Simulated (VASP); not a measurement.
Runs of VASP 6.6.1 on Nb2O (antifluorite type). The structure is that of space group Fm-3m (No. 225), or close to it. The cells are those of the table. 

| cell | gap on the mesh (eV) | pressure (GPa) |
| --- | --- | --- |
| a = 3.941 Å, angles 60.0°, 3 atoms | none | -0.4 |
| a = 4.018 Å, angles 60.0°, 3 atoms | none | (a) |
| a = 3.861 Å, angles 60.0°, 3 atoms | none | 11.2 |
| a = 3.993 Å, angles 60.0°, 3 atoms | none | (b) |
| a = 3.967 Å, angles 60.0°, 3 atoms | none | -3.5 |
| a = 3.915 Å, angles 60.0°, 3 atoms | none | 3.0 |
| a = 3.888 Å, angles 60.0°, 3 atoms | none | 6.9 |

Alike in all rows: task single point; level PBE; potentials or basis VASP PAW PBE potentials, release 64 (Nb_sv, O); no spin polarisation; k mesh 17 × 17 × 17; cutoff (eV) 520; smearing fermi-dirac 0.0612256 eV.

Problem. Fill in the values left out.

Solution. (a) -8.8; (b) -6.3.

A k mesh can miss the band edges, and the runs leave out spin-orbit coupling on Nb.

A gap of «none» marks levels without a gap at the run's occupations.
